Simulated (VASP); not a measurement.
# Bi (Im-3m) in VASP: further runs, part 2 of 2

VASP 6.6.1. Earlier steps stand in the parts before.

## (3) Single point, LDA

INCAR reads:

```
SYSTEM = Bi
PREC = Accurate
ENCUT = 520
EDIFF = 1E-6
ISMEAR = 0
SIGMA = 0.1
LREAL = .False.
LASPH = .True.
NELM = 60
ALGO = Normal
ISIF = 2
LWAVE = .False.
LCHARG = .False.
NBANDS = 14
```

KPOINTS reads:

```
Automatic mesh
0
Gamma
  8 8 8
  0 0 0
```

POSCAR reads:

```
Bi
1.0
   -1.8672142373      1.8672142373      1.8672142373
    1.8672142373     -1.8672142373      1.8672142373
    1.8672142373      1.8672142373     -1.8672142373
Bi
1
Direct
    0.0000000000      0.0000000000      0.0000000000
```

Potentials or basis: VASP PAW LDA potentials, release 64 (Bi_d).

Started as:

```sh
$ cat potpaw_LDA.64/Bi_d/POTCAR > POTCAR
$ mpirun -np 1 vasp_std > vasp.out
```

OUTCAR:

```text
SYSTEM = Bi
   PREC = Accurate
   ENCUT = 520
   EDIFF = 1E-6
   ISMEAR = 0
   LREAL = .False.
   LASPH = .True.
   NELM = 60
   ISIF = 2

 ion  position               nearest neighbor table
   1  0.000  0.000  0.000-

  LATTYP: Found a body centered cubic cell.
 ALAT       =     3.7344284746

  Lattice vectors:

 A1 = (  -1.8672142373,   1.8672142373,   1.8672142373)
 A2 = (   1.8672142373,  -1.8672142373,   1.8672142373)
 A3 = (   1.8672142373,   1.8672142373,  -1.8672142373)

Analysis of symmetry for initial positions (statically):
=====================================================================
 Subroutine PRICEL returns:
 Original cell was already a primitive cell.

 Routine SETGRP: Setting up the symmetry group for a
 body centered cubic supercell.

 Subroutine GETGRP returns: Found 48 space group operations
 (whereof 48 operations were pure point group operations)
 out of a pool of 48 trial point group operations.

The static configuration has the point symmetry O_h .

Analysis of symmetry for dynamics (positions and initial velocities):
=====================================================================
 Subroutine PRICEL returns:
 Original cell was already a primitive cell.

 Routine SETGRP: Setting up the symmetry group for a
 body centered cubic supercell.

 Subroutine GETGRP returns: Found 48 space group operations
 (whereof 48 operations were pure point group operations)
 out of a pool of 48 trial point group operations.

The dynamic configuration has the point symmetry O_h .

 Subroutine INISYM returns: Found 48 space group operations
 (whereof 48 operations are pure point group operations),
 and found     1 'primitive' translations

----------------------------------------------------------------------------------------

                                     Primitive cell

  volume of cell :      26.0401

  direct lattice vectors                    reciprocal lattice vectors
    -1.867214237  1.867214237  1.867214237     0.000000000  0.267778592  0.267778592
     1.867214237 -1.867214237  1.867214237     0.267778592  0.000000000  0.267778592
     1.867214237  1.867214237 -1.867214237     0.267778592  0.267778592  0.000000000

  length of vectors
     3.234109928  3.234109928  3.234109928     0.378696117  0.378696117  0.378696117

  position of ions in fractional coordinates (direct lattice)
     0.000000000  0.000000000  0.000000000

  ion indices of the primitive-cell ions
   primitive index   ion index
                 1           1

----------------------------------------------------------------------------------------

 KPOINTS: Automatic mesh

Automatic generation of k-mesh.
 Grid dimensions read from file:
 generate k-points for:    8    8    8

 Generating k-lattice:

  Cartesian coordinates                     Fractional coordinates (reciprocal lattice)
     0.000000000  0.033472324  0.033472324     0.125000000  0.000000000  0.000000000
     0.033472324  0.000000000  0.033472324     0.000000000  0.125000000  0.000000000
     0.033472324  0.033472324  0.000000000     0.000000000  0.000000000  0.125000000

  Length of vectors
     0.047337015  0.047337015  0.047337015

  Shift w.r.t. Gamma in fractional coordinates (k-lattice)
     0.000000000  0.000000000  0.000000000

 Subroutine IBZKPT returns following result:
 ===========================================

 Found     29 irreducible k-points:

 Following reciprocal coordinates:
            Coordinates               Weight
  0.000000  0.000000  0.000000      1.000000
  0.125000  0.000000  0.000000     12.000000
  0.250000  0.000000  0.000000     12.000000
  0.375000  0.000000  0.000000     12.000000
  0.500000  0.000000  0.000000      6.000000
  0.125000  0.125000  0.000000     24.000000
[... 16 lines left out ...]
 -0.250000  0.250000  0.250000      6.000000
 -0.375000  0.375000  0.250000     24.000000
 [... further k-points ...]
   k-points           NKPTS =     29   k-points in BZ     NKDIM =     29   number of bands    NBANDS=     14
   number of dos      NEDOS =    301   number of ions     NIONS =      1
   total plane-waves  NPLWV =  13824
   dimension x,y,z NGX =    24 NGY =   24 NGZ =   24
   dimension x,y,z NGXF=    48 NGYF=   48 NGZF=   48
   ions per type =               1
   NGX,Y,Z   is equivalent  to a cutoff of  12.34, 12.34, 12.34 a.u.
   NGXF,Y,Z  is equivalent  to a cutoff of  24.67, 24.67, 24.67 a.u.
 SYSTEM =  Bi
   PREC   = accura    normal or accurate (medium, high low for compatibility)
   ISTART =      0    job   : 0-new  1-cont  2-samecut
   ICHARG =      2    charge: 1-file 2-atom 10-const
   ISPIN  =      1    spin polarized calculation?
   LNONCOLLINEAR =      F non collinear calculations
   LSORBIT =      F    spin-orbit coupling
   LASPH  =      T    aspherical Exc in radial PAW
   ENCUT  =  520.0 eV  38.22 Ry    6.18 a.u.   6.01  6.01  6.01*2*pi/ulx,y,z
   NELM   =     60;   NELMIN=  2; NELMDL= -5     # of ELM steps
   EDIFF  = 0.1E-05   stopping-criterion for ELM
   LREAL  =      F    real-space projection
   EDIFFG = 0.1E-04   stopping-criterion for IOM
   NSW    =      0    number of steps for IOM
   IBRION =     -1    ionic relax: 0-MD 1-quasi-New 2-CG
   NFREE  =      0    steps in history (QN), initial steepest desc. (CG)
   ISIF   =      2    stress and relaxation
   ISYM   =      2    0-nonsym 1-usesym 2-fastsym
   POTIM  = 0.5000    time-step for ionic-motion
   TEBEG  =    0.0;   TEEND  =   0.0 temperature during run
   PSTRESS=    0.0 pullay stress
   NELECT =      15.0000    total number of electrons
   NUPDOWN=      -1.0000    fix difference up-down
   EMIN   =  10.00;   EMAX   =-10.00  energy-range for DOS
   EFERMI =   0.00;   METHOD = LEGACY
   ISMEAR =     0;   SIGMA  =   0.10  broadening in eV -4-tet -1-fermi 0-gaus
   EFERMI_NEDOS =   21; number of points for ismear=-14 and -15
   IALGO  =     38    algorithm
   IMIX   =      4    mixing-type and parameters
     AMIX     =   0.40;   BMIX     =  1.00
     AMIX_MAG =   1.60;   BMIX_MAG =  1.00
  volume/ion in A,a.u.               =      26.04       175.73
  Fermi-wavevector in a.u.,A,eV,Ry     =   1.362148  2.574087 25.244908  1.855448
  Thomas-Fermi vector in A             =   2.488663
   LORBIT       =      0    0 simple, 1 ext, 2 COOP (PROOUT), +10 PAW based schemes
   GGA     = CA    functional components
   LHFCALC =     F    Hartree Fock is set to
   AEXX    =    0.0000 exact exchange contribution
   IVDW    =     0    specifies the selected vdW correction
   LEPSILON=     F    determine dielectric tensor
   LRPA    =     F    only Hartree local field effects (RPA)
 non-spin polarized calculation
 Gauss-broadening in eV      SIGMA  =   0.10
  energy-cutoff  :      520.00
  volume of cell :       26.04
 maximum number of plane-waves:       712
   NGX = 13   NGY = 13   NGZ = 13

 number of electron      14.9999993 magnetization

 Free energy of the ion-electron system (eV)
  ---------------------------------------------------
  ext. energy  EPLUGINS =         0.00000000
  ---------------------------------------------------
  free energy    TOTEN  =        -4.34779734 eV

  energy without entropy =       -4.34437427  energy(sigma->0) =       -4.34608581

 E-fermi :  10.0407     XC(G=0): -11.4044

 val. band max:        9.9142939270   @ k =   0.2500   0.2500   0.1250
 cond. band min:      10.0533035045   @ k =  -0.2500   0.3750   0.1250
 fundamental gap:      0.1390095775
 Fermi energy:        10.0406935541

 k-point     1 :       0.0000    0.0000    0.0000
  band No.  band energies     occupation
      1     -13.0659      2.00000
      2     -13.0659      2.00000
      3     -13.0659      2.00000
      4     -12.8340      2.00000
      5     -12.8340      2.00000
      6      -4.8206      2.00000
      7      16.5689      0.00000
      8      16.5689      0.00000
      9      16.5689      0.00000
     10      20.6026      0.00000
     11      20.6026      0.00000
     12      20.6026      0.00000
     13      21.9194      0.00000
     14      23.0808      0.00000
[... 375 lines left out ...]
 k-point    24 :      -0.3750    0.3750    0.2500
  band No.  band energies     occupation
      1     -13.0117      2.00000
      2     -12.9485      2.00000
      3     -12.9306      2.00000
      4     -12.8572      2.00000
      5     -12.7664      2.00000
      6      -0.5974      2.00000
      7       7.0067      2.00000
      8       9.8911      1.96557
      9      10.7438      0.00000
     10      15.5553      0.00000
     11      20.1878      0.00000
     12      22.6860      0.00000
     13      22.8458      0.00000
     14      26.6308      0.00000

 [... further k-points ...]
[... 5 lines left out ...]
  --------------------------------------------------------------------------------------
  -------------------------------------------------------------------------------------
  Total        1.6678071      1.6678071      1.6678071     -0.0000000     -0.0000000      0.0000000
  in kB      102.6157363    102.6157363    102.6157363     -0.0000000     -0.0000000      0.0000000
  external PRESSURE =     102.6157363 kB  Pullay stress =       0.0000000 kB

 VOLUME and BASIS-vectors are now :
 -----------------------------------------------------------------------------
  energy-cutoff  :      520.00
  volume of cell :       26.04
      direct lattice vectors                 reciprocal lattice vectors
    -1.867214237  1.867214237  1.867214237     0.000000000  0.267778592  0.267778592
     1.867214237 -1.867214237  1.867214237     0.267778592  0.000000000  0.267778592
     1.867214237  1.867214237 -1.867214237     0.267778592  0.267778592  0.000000000

 POSITION                                       TOTAL-FORCE (eV/Angst)
 -----------------------------------------------------------------------------------
      0.00000      0.00000      0.00000         0.000000     -0.000000      0.000000
 -----------------------------------------------------------------------------------
    total drift:                               -0.000000      0.000000      0.000000

  FREE ENERGIE OF THE ION-ELECTRON SYSTEM (eV)
  ---------------------------------------------------
  free  energy   TOTEN  =        -4.3477973440 eV

  energy  without entropy=       -4.3443742729  energy(sigma->0) =       -4.34608581
```

stdout:

```text
POSCAR found type information on POSCAR Bi
 POSCAR found :  1 types and       1 ions
 scaLAPACK will be used
 LDA part: xc-table for (Slater(with rela. corr.)+CA(PZ))
 , standard interpolation
 POSCAR, INCAR and KPOINTS ok, starting setup
 FFT: planning ... GRIDC
 FFT: planning ... GRID_SOFT
 FFT: planning ... GRID
 WAVECAR not read
 entering main loop
```

It took 3.6 s on 1 thread of Intel Xeon Platinum 8559C (Emerald Rapids), shared host; peak memory 0.13 GiB.

What came out:

- Free energy: -4.3478 eV
- Pressure: 10.3 GPa

Caveat: spin-orbit coupling is left out, which moves the levels of the heavy elements.

## (4) Relaxation of cell and atoms, LDA, target pressure 10.1 GPa, at which the enthalpy is minimised

INCAR reads:

```
SYSTEM = Bi
  PREC = Accurate
  ENCUT = 600
  EDIFF = 1E-7
  ISMEAR = 0
  SIGMA = 0.1
  LREAL = .FALSE.
  LASPH = .TRUE.
  NELM = 100
  ALGO = Fast
  ISIF = 3
  LWAVE = .FALSE.
  LCHARG = .FALSE.
  IBRION = 2
  NSW = 80
  EDIFFG = -0.05
  PSTRESS = 101.0
```

KPOINTS reads:

```
Automatic mesh
0
G
  8 8 8
  0 0 0
```

POSCAR is that of step 3.

Potentials or basis: VASP PAW LDA potentials, release 64 (Bi_d).

Started as:

```sh
$ cat potpaw_LDA.64/Bi_d/POTCAR > POTCAR
$ mpirun -np 1 vasp_std > vasp.out
```

OUTCAR:

```text
SYSTEM = Bi
   PREC = Accurate
   ENCUT = 600
   EDIFF = 1E-7
   ISMEAR = 0
   LREAL = .FALSE.
   LASPH = .TRUE.
   NELM = 100
   ISIF = 3
   IBRION = 2
   NSW = 80
   EDIFFG = -0.05
   PSTRESS = 101.0

 ion  position               nearest neighbor table
   1  0.000  0.000  0.000-

  LATTYP: Found a body centered cubic cell.
 ALAT       =     3.7344284746

  Lattice vectors:

 A1 = (  -1.8672142373,   1.8672142373,   1.8672142373)
 A2 = (   1.8672142373,  -1.8672142373,   1.8672142373)
 A3 = (   1.8672142373,   1.8672142373,  -1.8672142373)

Analysis of symmetry for initial positions (statically):
=====================================================================
 Subroutine PRICEL returns:
 Original cell was already a primitive cell.

 Routine SETGRP: Setting up the symmetry group for a
 body centered cubic supercell.

 Subroutine GETGRP returns: Found 48 space group operations
 (whereof 48 operations were pure point group operations)
 out of a pool of 48 trial point group operations.

The static configuration has the point symmetry O_h .

Analysis of symmetry for dynamics (positions and initial velocities):
[... 166 lines left out ...]

 k-point     1 :       0.0000    0.0000    0.0000
  band No.  band energies     occupation
      1     -13.0659      2.00000
      2     -13.0659      2.00000
      3     -13.0659      2.00000
      4     -12.8340      2.00000
      5     -12.8340      2.00000
      6      -4.8208      2.00000
      7      16.5686      0.00000
      8      16.5686      0.00000
      9      16.5687      0.00000
     10      20.6026      0.00000
     11      20.6382      0.00000
[... 309 lines left out ...]
 k-point    24 :      -0.3750    0.3750    0.2500
  band No.  band energies     occupation
      1     -13.0117      2.00000
      2     -12.9485      2.00000
      3     -12.9305      2.00000
      4     -12.8571      2.00000
      5     -12.7663      2.00000
      6      -0.5977      2.00000
      7       7.0066      2.00000
      8       9.8910      1.96561
      9      10.7436      0.00000
     10      15.5553      0.00000
     11      20.1883      0.00000

 [... further k-points ...]
[... 5 lines left out ...]
  --------------------------------------------------------------------------------------
  -------------------------------------------------------------------------------------
  Total        1.6760746      1.6760746      1.6760746     -0.0000000      0.0000000     -0.0000000
  in kB      103.1244101    103.1244101    103.1244101     -0.0000000      0.0000000     -0.0000000
  external PRESSURE =       2.1244101 kB  Pullay stress =     101.0000000 kB

 VOLUME and BASIS-vectors are now :
 -----------------------------------------------------------------------------
  energy-cutoff  :      600.00
  volume of cell :       26.04
      direct lattice vectors                 reciprocal lattice vectors
    -1.867214237  1.867214237  1.867214237     0.000000000  0.267778592  0.267778592
     1.867214237 -1.867214237  1.867214237     0.267778592  0.000000000  0.267778592
     1.867214237  1.867214237 -1.867214237     0.267778592  0.267778592  0.000000000

 POSITION                                       TOTAL-FORCE (eV/Angst)
 -----------------------------------------------------------------------------------
      0.00000      0.00000      0.00000         0.000000     -0.000000     -0.000000
 -----------------------------------------------------------------------------------
    total drift:                               -0.000000     -0.000000     -0.000000

  FREE ENERGIE OF THE ION-ELECTRON SYSTEM (eV)
  ---------------------------------------------------
  free  energy   TOTEN  =        -4.3478951053 eV

  energy  without entropy=       -4.3444721766  energy(sigma->0) =       -4.34618364

  enthalpy is  TOTEN    =        -2.7063484401 eV   P V=        1.6415466653

 reached required accuracy - stopping structural energy minimisation
```

Run time: 6.6 s. Hardware: 1 thread of Intel Xeon Platinum 8559C (Emerald Rapids), shared host; peak memory 0.13 GiB.

Results:

| Quantity | Value |
| --- | --- |
| Free energy | -4.3479 eV |
| Pressure after relaxing | 10.3 GPa |

Final structure:
```yaml
crystal:
  lattice:
    - [-1.86721, 1.86721, 1.86721]
    - [1.86721, -1.86721, 1.86721]
    - [1.86721, 1.86721, -1.86721]
  atoms:
    - { symbol: Bi, position: [0.00000, 0.00000, 0.00000] }
```

Caveat: the relaxation stopped at its first step, so nothing moved; the cell is relaxed towards a set pressure, so the enthalpy falls and the energy may rise; spin-orbit coupling is left out, which moves the levels of the heavy elements.
